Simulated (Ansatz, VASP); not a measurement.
Hg in VASP and in Ansatz

INCAR

```
  PREC = Accurate
  ENCUT = 520
  EDIFF = 1E-6
  ISMEAR = -1
  SIGMA = 0.05
  LREAL = False
  LASPH = True
  NELM = 60
  ALGO = Normal
  ISIF = 2
  LWAVE = False
  LCHARG = False
  GGA = PE
  NBANDS = 19
```

File KPOINTS:

```
regular mesh
0
Gamma
  11 11 11
```

Contents of POSCAR:

```
Hg
1.0
    0.0000000000      3.3733233661      3.3733233661
    3.3733233661      0.0000000000      3.3733233661
    3.3733233661      3.3733233661      0.0000000000
Hg
2
Direct
   -0.1250000000     -0.1250000000     -0.1250000000
    0.1250000000      0.1250000000      0.1250000000
```

Input for Ansatz:

```yaml
crystal:
  lattice:
    - [0.0, 3.3733233661, 3.3733233661]
    - [3.3733233661, 0.0, 3.3733233661]
    - [3.3733233661, 3.3733233661, 0.0]
  atoms:
    - { symbol: Hg, position: [-0.125, -0.125, -0.125] }
    - { symbol: Hg, position: [0.125, 0.125, 0.125] }
kpoints:
  mp_grid: { grid: [11, 11, 11] }
scf:
  occupations: { method: fermi_dirac, width: 0.05 }
hamiltonian:
  xc: pbe
  pseudopotentials: { kind: all_electron, lapw: { basis_error: 0.001 } }
output:
  forces: true
  stress: true
  eigenvalues: true
  populations: true
```

Change from the starting cell: volume scaled by 0.68, LAPW.

Alike in both runs: task single point; functional PBE; k mesh 11 × 11 × 11; occupations fermi-dirac, width 0.05 eV; no spin polarisation.

|  | VASP | Ansatz |
| --- | --- | --- |
| version | VASP 6.6.1 | Ansatz 0.2.0 |
| potentials or method | VASP PAW PBE potentials, release 64 (Hg), cutoff 520 eV | all-electron LAPW, scalar-relativistic |

```tsv
	VASP	Ansatz	Ansatz less VASP
pressure (GPa)	1.6	1.4	-0.16
```

Ansatz ran all-electron here, and VASP with PAW potentials.

Neither program's run includes spin-orbit coupling.
